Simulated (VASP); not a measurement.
Input of a VASP 6.6.1 run:

Contents of INCAR:

```
PREC = Accurate
ENCUT = 520
EDIFF = 1E-6
ISMEAR = 0
SIGMA = 0.02
LREAL = F
LASPH = T
NELM = 60
ALGO = Normal
ISIF = 2
LWAVE = F
LCHARG = F
GGA = PE
NBANDS = 15
```

File KPOINTS:

```
Automatic mesh
0
Gamma
  8 8 8
```

The input POSCAR:

```
CaO
1.0
    0.0000000000      2.4769459778      2.4769459778
    2.4769459778      0.0000000000      2.4769459778
    2.4769459778      2.4769459778      0.0000000000
Ca O
1 1
Direct
    0.0000000000      0.0000000000      0.0000000000
    0.5000000000      0.5000000000      0.5000000000
```

Potentials or basis: VASP PAW PBE potentials, release 64 (Ca_sv, O).

Command:

```bash
$ cat potpaw_PBE.64/Ca_sv/POTCAR potpaw_PBE.64/O/POTCAR > POTCAR
$ mpirun -np 1 vasp_std > vasp.out
```

(1) Estimate the band gap on the k mesh.

(2) Predict the pressure.

Results:

(1) 3.64 eV, indirect (least direct gap 4.02 eV).

(2) -6.4 GPa.

Caveat: the cell differs from its parent crystal (Sr replaced by Ca, lengths x 0.956, strained).
